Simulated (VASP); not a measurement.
Set up this calculation in VASP 6.6.1, as the native input.

| Property | Result |
| --- | --- |
| Task | relaxation of cell and atoms |
| Functional | PBE |
| Potentials or basis | VASP PAW PBE potentials, release 64 (Hf_pv, H) |
| Cutoff | 600 eV |
| k mesh | 7 × 7 × 3 |
| Occupations | gaussian, width 0.2 eV |
| Spin | no spin polarisation |
| Dipole correction | no |
| Further INCAR settings | ALGO = Normal; EDIFF = 1e-07; IBRION = 2; EDIFFG = -0.08; NSW = 36; ISIF = 3 |

The structure of Hf3H lies in POSCAR:

```
Hf3H
1.0
    3.1400000000      0.0000000000      0.0000000000
   -1.5700000000      2.7193197700      0.0000000000
    0.0000000000      0.0000000000      7.4500000000
Hf H
3 1
Direct
    0.6666666700      0.3333333300      0.6666700000
    0.3333333300      0.6666666700      0.3333300000
    0.0000000000      0.0000000000      0.0000000000
    0.0000000000      0.0000000000      0.5000000000
```

The input as run:

INCAR

```
SYSTEM = Hf3H
  PREC = Accurate
  ENCUT = 600
  EDIFF = 1E-7
  ISMEAR = 0
  SIGMA = 0.2
  LREAL = .FALSE.
  LASPH = .TRUE.
  NELM = 100
  ALGO = Normal
  ISIF = 3
  LWAVE = .FALSE.
  LCHARG = .FALSE.
  GGA = PE
  IBRION = 2
  NSW = 36
  EDIFFG = -0.08
```

KPOINTS

```
regular mesh
0
G
  7 7 3
  0 0 0
```

Potentials or basis: VASP PAW PBE potentials, release 64 (Hf_pv, H).

Run with:

```bash
$ cat potpaw_PBE.64/Hf_pv/POTCAR potpaw_PBE.64/H/POTCAR > POTCAR
$ mpirun -np 1 vasp_std > vasp.out
```

Results of the run:

- Relaxed volume: 17.13 Å³/atom
- Relaxed cell: a = 3.178 Å, b = 3.178 Å, c = 7.832 Å, α = 90.00°, β = 90.00°, γ = 120.00°
- Space group after relaxing (to 0.05 Å): P-3m1 (No. 164)
- Energy gained by relaxing: 52.8 meV/atom
- Ionic steps: 7
- Pressure after relaxing: -0.1 GPa
- Largest force after relaxing: 0.055 eV/Å

Caveat: the relaxation stopped at a loose force limit of 0.08 eV/Å, so its end isn't a converged minimum.

Run time: 89 s on 1 thread of Intel(R) Xeon(R) 6975P-C (Granite Rapids), with other jobs on the host, peak memory 0.22 GiB.
